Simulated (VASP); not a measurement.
Wanted: the native input for a VASP 6.6.1 run.

```
Task                   : single point
Functional             : LDA
Potentials or basis    : VASP PAW LDA potentials, release 64 (Ta_sv_GW, N)
Cutoff                 : 600 eV
k mesh                 : 10 × 10 × 9
Occupations            : fermi-dirac, width 0.05 eV
Spin                   : no spin polarisation
Dipole correction      : no
Second run             : valence_matched
Further INCAR settings : ALGO = Normal; EDIFF = 1e-06; NBANDS = 16
```

The structure of TaN lies in POSCAR:

```
TaN
1.0
    2.9182812851      0.0000000000      0.0000000000
   -1.4591406425      2.5273057282      0.0000000000
    0.0000000000      0.0000000000      2.8636504237
Ta N
1 1
Direct
    0.0000000000      0.0000000000      0.5000000000
    0.6666666667      0.3333333333      0.0000000000
```

One way to write it, as run:

INCAR

```
ALGO     = Normal         # electronic algorithm
EDIFF    = 1E-6           # SCF threshold, eV
ENCUT    = 600            # plane-wave cutoff, eV
GGA_COMPAT= False        
ISIF     = 2              # what is computed and relaxed
ISMEAR   = -1             # smearing method
LASPH    = True           # aspherical terms in the spheres
LCHARG   = False          # write CHGCAR
LREAL    = False          # projectors in reciprocal space
LWAVE    = False          # write WAVECAR
NBANDS   = 16             # bands
NELM     = 120            # most SCF steps
PREC     = Accurate       # precision mode
SIGMA    = 0.05           # smearing width, eV
```

KPOINTS

```
k-points
0
Gamma
  10 10 9
```

Potentials or basis: VASP PAW LDA potentials, release 64 (Ta_sv_GW, N).

The run is started by

```bash
$ cat potpaw_LDA.64/Ta_sv_GW/POTCAR potpaw_LDA.64/N/POTCAR > POTCAR
$ mpirun -np 1 vasp_std > vasp.out
```

It gave:

```json
{"Pressure": "-3.4 GPa", "Band gap on the k mesh": "zero (band 9 reaches 12.62 eV, above the bottom of band 10 at 12.33 eV)"}
```

Caveat: spin-orbit coupling is left out, which moves the levels of the heavy elements.

Run time: 11 s on 1 thread of Intel(R) Xeon(R) Platinum 8559C (Emerald Rapids), with other jobs on the host, peak memory 0.15 GiB.
